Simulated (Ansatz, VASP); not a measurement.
## BeTe in VASP and in Ansatz

```
Be Te
1.0
     0.00000    2.69407    2.69407
     2.69407    0.00000    2.69407
     2.69407    2.69407    0.00000
Be Te
1 1
Direct
  0.00000 0.00000 0.00000
  0.25000 0.25000 0.25000
```

Alike in both runs: task single point; functional PBE; k mesh 6 × 6 × 6; no spin polarisation.

```csv
,VASP,Ansatz
version,VASP 6.6.1,Ansatz 0.2.0
potentials or method,"VASP PAW PBE potentials, release 64 (Be, Te), cutoff 600 eV","plane waves, PAW"
occupations,"gaussian, width 0.01 eV",fixed
valence electrons in the cell,8,18
```

|  | VASP | Ansatz | Ansatz less VASP |
| --- | --- | --- | --- |
| pressure (GPa) | 11.7 | 11.4 | -0.25 |

VASP's potentials hold 8 valence electrons a cell and Ansatz's 18, so a difference there can come from the potentials and not from the codes.

Neither program's run includes spin-orbit coupling.
